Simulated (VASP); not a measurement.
Input of a VASP 6.6.1 run:

The input INCAR:

```
PREC = Accurate
ENCUT = 600
EDIFF = 1E-6
ISMEAR = 0
SIGMA = 0.1
LREAL = False
LASPH = True
NELM = 120
ALGO = Normal
ISIF = 2
LWAVE = False
LCHARG = True
GGA = PS
LELF = True
LVHAR = True
NBANDS = 11
GGA_COMPAT = False
```

The input KPOINTS:

```
Automatic mesh
0
Gamma
  8 8 8
```

POSCAR

```
BN
1.0
    0.0000000000      1.9663578554      1.9663578554
    1.9663578554      0.0000000000      1.9663578554
    1.9663578554      1.9663578554      0.0000000000
B N
1 1
Direct
    0.0000000000      0.0000000000      0.0000000000
    0.7500000000      0.7500000000      0.7500000000
```

Potentials or basis: VASP PAW PBE potentials, release 64 (B, N).

Command:

```bash
$ cat potpaw_PBE.64/B/POTCAR potpaw_PBE.64/N/POTCAR > POTCAR
$ mpirun -np 1 vasp_std > vasp.out
```

(1) Predict the pressure.

(2) Predict the band gap on the k mesh.

## Answers

(1) -61.9 GPa.

(2) 3.98 eV, indirect (least direct gap 6.50 eV).

Caveat: the cell differs from its parent crystal (Ga replaced by B, lengths x 0.882, strained); the PAW data sets were made with another functional, which shifts forces and pressure a little.
